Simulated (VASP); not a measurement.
Runs of VASP 6.6.1 on Be. The structure is that of space group Fd-3m (No. 227), or close to it. The cells are those of the table. 

```csv
task,cell,k mesh for the DOS,occupations for the DOS,gap on the mesh (eV),pressure (GPa)
single point,"a = 3.464 Å, angles 60.0°, 2 atoms",-,-,none,0.0
single point,"a = 2.749 Å, angles 60.0°, 2 atoms",-,-,none,96.6
single point,"a = 2.888 Å, angles 60.0°, 2 atoms",-,-,none,(a)
single point,"a = 3.046 Å, angles 60.0°, 2 atoms",-,-,none,32.5
```

Alike in all rows: level PBE; potentials or basis VASP PAW PBE potentials, release 64 (Be); no spin polarisation; k mesh 15 × 15 × 15; cutoff (eV) 520; smearing fermi-dirac 0.1 eV.

Question: Fill in the values left out.

Answer: (a) 59.6.

A gap of «none» marks levels without a gap at the run's occupations.
